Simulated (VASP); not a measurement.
Li2F3:

```
Li F
1.0
     3.43947    0.00000    0.00000
    -1.71973    2.97867    0.00000
     0.00000    0.00000    5.35125
Li F
2 3
Direct
  0.33333 0.66667 0.24500
  0.66667 0.33333 0.75500
  0.00000 0.00000 0.00000
  0.33333 0.66667 0.64500
  0.66667 0.33333 0.35500
```

* Program: VASP 6.6.1
* Task: relaxation of cell and atoms
* Functional: PBE
* Potentials or basis: VASP PAW PBE potentials, release 64 (Li_sv, F)
* Cutoff: 600 eV
* k mesh: 6 × 6 × 4
* Occupations: gaussian, width 0.1 eV
* Spin: collinear spin, ferromagnetic start
* Starting moments: [0.0, 0.0, 0.35, 0.37, 0.37] μB

At the start: pressure -4.8 GPa; volume 10.96 Å³/atom.

Problem. How do energy, volume and symmetry change on relaxing?

Solution. Over 13 steps the energy falls by 50.3 meV/atom and the volume is 9.87 Å³/atom (-10.0 %); space group P-3m1 (No. 164, to 0.05 Å); moment 1.00 μB per cell.

The path:
```csv
step,energy change (eV),largest force (eV/Å),pressure (GPa),volume (Å³)
1,0.0000,0.5338,-4.77,54.82
2,-0.1025,0.4750,-3.24,52.27
3,-0.1888,0.2690,0.67,48.09
4,-0.1895,0.2317,1.40,47.56
5,-0.1896,0.2418,1.21,47.70
6,-0.2055,0.1163,0.94,48.02
7,-0.2194,0.1629,0.65,48.82
8,-0.2289,0.1090,-0.08,49.58
9,-0.2347,0.0457,-1.11,50.76
10,-0.2425,0.0603,-0.66,50.38
11,-0.2463,0.0824,-0.07,49.86
12,-0.2483,0.0723,0.02,49.73
13,-0.2517,0.0352,0.33,49.33
```

Final structure:
```xyz
5
Lattice="3.1406 0.0000 0.0000 -1.5703 2.7198 0.0000 0.0000 0.0000 5.7748" Properties=species:S:1:pos:R:3 pbc="T T T"
Li    0.0000    1.8132    1.3564
Li    1.5703    0.9066    4.4184
F     0.0000    0.0000    0.0000
F     0.0000    1.8132    3.8661
F     1.5703    0.9066    1.9087
```

Caveat: the cutoff is under 1.25 times the usual one of these potentials, so pressure, stress and relaxed cells hold a basis-set (Pulay) error.
